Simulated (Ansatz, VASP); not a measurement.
## Nb8H: VASP beside Ansatz

```xyz
9
Lattice="0.0000 3.9200 3.9200 4.9381 0.0000 3.9200 4.9381 3.9200 0.0000" Properties=species:S:1:pos:R:3 pbc="T T T"
Nb    0.0639   -0.0211   -0.0211
Nb    2.6059    1.9811   -0.0211
Nb    2.6059   -0.0211    1.9811
Nb    5.0343    1.9552    1.9552
Nb    0.0639    1.9811    1.9811
Nb    2.5736    3.9248    1.9552
Nb    2.5736    1.9552    3.9248
Nb    5.0343    3.9248    3.9248
H     1.3349    0.9800    0.9800
```

Alike in both runs: functional PBE; k mesh 6 × 6 × 6; occupations gaussian, width 0.1 eV; no spin polarisation.

Ansatz relaxed the structure, and its values are those at the end. VASP's run is a single point on that final structure, the one shown.

|  | VASP | Ansatz |
| --- | --- | --- |
| version | VASP 6.6.1 | Ansatz 0.2.0 |
| potentials or method | VASP PAW PBE potentials, release 64 (Nb_sv, H), cutoff 520 eV | scalar-relativistic, plane waves, PAW |
| valence electrons in the cell | 105 | 105 |

Ansatz gave:

| Item | Value |
| --- | --- |
| gap on the k mesh at the Fermi level (eV) | none |
| pressure (GPa) | -0.1 |
| rms of the force components (eV/Å) | 0.003 |

**Question.** Estimate VASP's values.

**Answer.** gap on the k mesh at the Fermi level (eV): none; pressure (GPa): -0.4; rms of the force components (eV/Å): 0.002.

A gap of «none» marks a metal or a gap that the smearing closes. The functional is the same, so the differences come from potentials, cutoffs and numerics.
